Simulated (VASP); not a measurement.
A run of VASP 6.6.1 is set up as follows.

INCAR

```
PREC = Accurate
ENCUT = 520
EDIFF = 1E-7
ISMEAR = 0
SIGMA = 0.05
LREAL = False
LASPH = True
NELM = 60
ALGO = Normal
ISIF = 2
LWAVE = False
LCHARG = False
GGA = PE
NBANDS = 26
```

Contents of KPOINTS:

```
regular mesh
0
Gamma
  6 6 6
```

POSCAR

```
SiC
1.0
    4.3797281854      0.0000000000      0.0000000000
    0.0000000000     -4.3797281854      0.0000000000
    0.0000000000      0.0000000000     -4.3797281854
Si C
4 4
Direct
   -0.0210917297     -0.0210917297     -0.0210917297
    0.5000000000      0.5000000000      0.0000000000
    0.5000000000      0.0000000000      0.5000000000
    0.0000000000      0.5000000000      0.5000000000
    0.7500000000      0.7500000000      0.7500000000
    0.2500000000      0.2500000000      0.7500000000
    0.2500000000      0.7500000000      0.2500000000
    0.7500000000      0.2500000000      0.2500000000
```

Potentials or basis: VASP PAW PBE potentials, release 64 (Si, C).

Command:

```console
$ cat potpaw_PBE.64/Si/POTCAR potpaw_PBE.64/C/POTCAR > POTCAR
$ mpirun -np 1 vasp_std > vasp.out
```

(1) Predict the band gap on the k mesh.

(2) Predict the pressure.

(3) Estimate the largest force.

## Answers

(1) 1.02 eV, direct.

(2) 1.0 GPa.

(3) 4.956 eV/Å.

Caveat: the cell differs from its parent crystal (atom 1 (Si) moved +0.160 Å towards its neighbour atom 5 (C) at 1.896 Å); forces of over 1 eV/Å act on the atoms, so gaps and moduli don't describe the material at rest.
